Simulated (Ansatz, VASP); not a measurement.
# One calculation of Bi4F, two programs

```
Bi F
1.0
     5.29239    0.00000    0.00000
     0.00000    5.29239    0.00000
     0.00000    0.00000    5.29239
Bi F
4 1
Direct
  0.28332 0.28332 0.28332
  0.71668 0.71668 0.28332
  0.28332 0.71668 0.71668
  0.71668 0.28332 0.71668
  0.00000 0.00000 0.00000
```

Change from the starting cell: species swapped into the SnI4 type (P-43m, No. 215).

Alike in both runs: functional PBE; k mesh 4 × 4 × 4; occupations gaussian, width 0.1 eV; no spin polarisation.

Ansatz relaxed the structure, and its values are those at the end. VASP's run is a single point on that final structure, the one shown.

|  | VASP | Ansatz |
| --- | --- | --- |
| version | VASP 6.6.1 | Ansatz 0.2.0 |
| potentials or method | VASP PAW PBE potentials, release 64 (Bi_d, F), cutoff 520 eV | scalar-relativistic, plane waves, PAW |
| valence electrons in the cell | 67 | 67 |

|  | VASP | Ansatz | Ansatz less VASP |
| --- | --- | --- | --- |
| gap on the k mesh at the Fermi level (eV) | none | none | - |
| pressure (GPa) | 0.0 | 0.1 | +0.11 |
| rms of the force components (eV/Å) | 0.006 | 0.005 | -0.0011 |

A gap of «none» marks a metal or a gap that the smearing closes.

Spin-orbit coupling is off throughout.
